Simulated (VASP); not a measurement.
Here is a VASP 6.6.1 calculation.

POSCAR

```
TlCl
1.0
    3.9129569058      0.0000000000      0.0000000000
    0.0000000000      3.9129569058      0.0000000000
    0.0000000000      0.0000000000      3.9129569058
Tl Cl
1 1
Direct
    0.0000000000      0.0000000000      0.0000000000
    0.5000000000      0.5000000000      0.5000000000
```

Contents of INCAR.step1:

```
ALGO = Normal
EDIFF = 1E-5
ENCUT = 400
GGA = PE
GGA_COMPAT = False
ISIF = 2
ISMEAR = -1
LASPH = True
LCHARG = False
LREAL = False
LWAVE = True
NBANDS = 17
NELM = 120
PREC = Accurate
SIGMA = 0.05
```

File INCAR.step2:

```
ALGO = Normal
EDIFF = 1E-6
ENCUT = 400
GGA = PE
GGA_COMPAT = False
HFSCREEN = 0.2079
ISIF = 2
ISMEAR = -1
ISTART = 1
LASPH = True
LCHARG = False
LHFCALC = True
LREAL = False
LWAVE = False
NBANDS = 17
NELM = 120
PREC = Accurate
PRECFOCK = Normal
SIGMA = 0.05
```

Contents of KPOINTS:

```
k-points
0
Gamma
  4 4 4
```

Potentials or basis: VASP PAW PBE potentials, release 64 (Tl_d, Cl).

Command:

```sh
$ cat potpaw_PBE.64/Tl_d/POTCAR potpaw_PBE.64/Cl/POTCAR > POTCAR
$ cp INCAR.step1 INCAR
$ mpirun -np 1 vasp_std > vasp.out
$ cp INCAR.step2 INCAR
$ mpirun -np 1 vasp_std > vasp.out
```

Problem. What does it give for the band gap on the k mesh?

Solution. 3.02 eV.

Problem. Predict the pressure.

Solution. -0.5 GPa.

Caveat: the PAW data sets were made with another functional, which shifts forces and pressure a little; spin-orbit coupling is left out, which moves the levels of the heavy elements. A k mesh can miss the band edges.
